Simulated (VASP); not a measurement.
## Si2I: single point with PBE

Crystal: Si2I.

```xyz
6
Lattice="3.6144 0.0000 0.0000 0.0000 3.6144 0.0000 0.0000 0.0000 10.5293" Properties=species:S:1:pos:R:3 pbc="T T T"
Si    1.8072    0.0000    7.9528
Si    0.0000    1.8072    2.5765
Si    1.8072    0.0000    0.8171
Si    0.0000    1.8072    9.7123
I     1.8072    0.0000    3.8590
I     0.0000    1.8072    6.6703
```

```
Program             : VASP 6.6.1
Task                : single point
Functional          : PBE
Potentials or basis : VASP PAW PBE potentials, release 64 (Si, I)
Cutoff              : 520 eV
k mesh              : 6 × 6 × 2
Occupations         : gaussian, width 0.1 eV
Spin                : no spin polarisation
```

```json
{"Pressure": "2.1 GPa", "Largest force": "1.566 eV/Å", "Band gap on the k mesh": "zero (band 15 reaches 8.46 eV, above the bottom of band 16 at 5.69 eV)"}
```

Forces on the atoms (eV/Å):
```
Si   0.000  0.000  1.566
Si   0.000  0.000 -1.566
Si   0.000  0.000 -0.625
Si   0.000  0.000  0.625
I    0.000  0.000  0.930
I    0.000  0.000 -0.930
```

Stress tensor (GPa, compression positive):
```
1.63 0.00 0.00
0.00 1.63 0.00
0.00 0.00 3.12
```

Levels at points of the mesh, in eV from the Fermi level:
```
           k point  band 11  band 12  band 13  band 14  band 15  band 16  band 17  band 18  band 19  band 20
(0.00, 0.00, 0.00)    -3.27    -1.81    -0.67    -0.15    -0.15     0.00     2.01     2.01     2.15     2.43
(0.50, 0.00, 0.00)    -2.24    -2.24    -0.14    -0.14     1.00     1.00     1.19     1.19     2.25     2.25
(0.50, 0.50, 0.00)    -3.71    -3.71    -3.45    -3.45    -1.19    -1.19    -1.07    -1.07     0.50     0.50
(0.00, 0.00, 0.50)    -3.31    -2.07    -0.57    -0.02    -0.02     0.14     1.62     1.62     2.36     2.40
(0.50, 0.00, 0.50)    -2.24    -2.24    -1.11    -1.11     0.98     0.98     1.46     1.46     2.12     2.12
(0.50, 0.50, 0.50)    -3.82    -3.82    -3.51    -3.51    -1.71    -1.71    -0.43    -0.43     1.49     1.49
```

Wall time 25 s on 1 thread of AMD EPYC 9R45 96-Core Processor (Zen 5), on a shared host, peak memory 0.22 GiB.

Caveat: spin-orbit coupling is left out, which moves the levels of the heavy elements; forces of over 1 eV/Å act on the atoms, so gaps and moduli don't describe the material at rest.
